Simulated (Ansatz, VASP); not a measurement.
Pd in VASP and in Ansatz

```
CELL_PARAMETERS angstrom
2.71128 0.00000 0.00000
-1.35564 2.34804 0.00000
0.00000 0.00000 4.53636
ATOMIC_POSITIONS crystal
Pd 0.33333 0.66667 0.25000
Pd 0.66667 0.33333 0.75000
```

Alike in both runs: task single point; functional r2SCAN; k mesh 15 × 15 × 8; occupations fermi-dirac, width 0.05 eV; collinear spin.

|  | VASP | Ansatz |
| --- | --- | --- |
| version | VASP 6.6.1 | Ansatz 0.2.0 |
| potentials or method | VASP PAW PBE potentials, release 64 (Pd), cutoff 520 eV | plane waves (500 eV) with PAW, scalar-relativistic |
| valence electrons in the cell | 20 | 36 |

|  | VASP | Ansatz | Ansatz less VASP |
| --- | --- | --- | --- |
| pressure (GPa) | 9.0 | 8.1 | -0.89 |
| traceless stress, the component that is largest in VASP (GPa) | -0.64 | -0.56 | +0.078 |
| net moment per atom (μB) | 0.41 | 0.41 | -0.003 |
| size of the moment on the site where the two differ most (μB) | 0.41 | 0.42 | +0.012 |

VASP's potentials were made for PBE, not for r2SCAN. Site moments also hang on the region over which each program counts them. The functional is the same, so the differences come from potentials, cutoffs and numerics. VASP's potentials hold 20 valence electrons a cell and Ansatz's 36, so a difference there can come from the potentials and not from the codes. Ansatz's warnings: stability check not made.
